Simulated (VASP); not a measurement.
Here is a VASP 6.6.1 calculation.

Contents of INCAR:

```
SYSTEM = Sc4SiN
PREC = Accurate
ENCUT = 600
EDIFF = 1E-6
ISMEAR = 0
SIGMA = 0.1
LREAL = .False.
LASPH = .True.
NELM = 120
ALGO = Normal
ISIF = 2
LWAVE = .False.
LCHARG = .False.
GGA = PE
NBANDS = 36
GGA_COMPAT = .False.
```

Contents of KPOINTS:

```
regular mesh
0
Gamma
  8 8 8
  0 0 0
```

File POSCAR:

```
Sc4SiN
1.0
    3.5493349582     -4.0505715792      0.0000000000
    3.5493349582      4.0505715792      0.0000000000
    0.0000000000      0.0000000000      4.7923228447
Sc Si N
4 1 1
Direct
    0.7281835798      0.7281835798      0.0000000000
    0.2718164202      0.2718164202      0.0000000000
    0.0000000000      0.5000000000      0.5000000000
    0.5000000000      0.0000000000      0.5000000000
    0.5000000000      0.5000000000      0.5000000000
    0.0000000000      0.0000000000      0.0000000000
```

Potentials or basis: VASP PAW PBE potentials, release 64 (Sc_sv, Si, N).

The run is started by

```sh
$ cat potpaw_PBE.64/Sc_sv/POTCAR potpaw_PBE.64/Si/POTCAR potpaw_PBE.64/N/POTCAR > POTCAR
$ mpirun -np 1 vasp_std > vasp.out
```

Q: Estimate the pressure.

A: 0.2 GPa.

Q: What does it give for the largest force?

A: 0.093 eV/Å.

Q: Estimate the band gap on the k mesh.

A: Zero (an odd number of electrons rules out a gap without spin polarisation).

Forces in eV/Å, atoms in the order of the input:
```
Sc  -0.093  0.000  0.000
Sc   0.093  0.000  0.000
Sc   0.000  0.000  0.000
Sc   0.000  0.000  0.000
Si   0.000  0.000  0.000
N    0.000  0.000  0.000
```
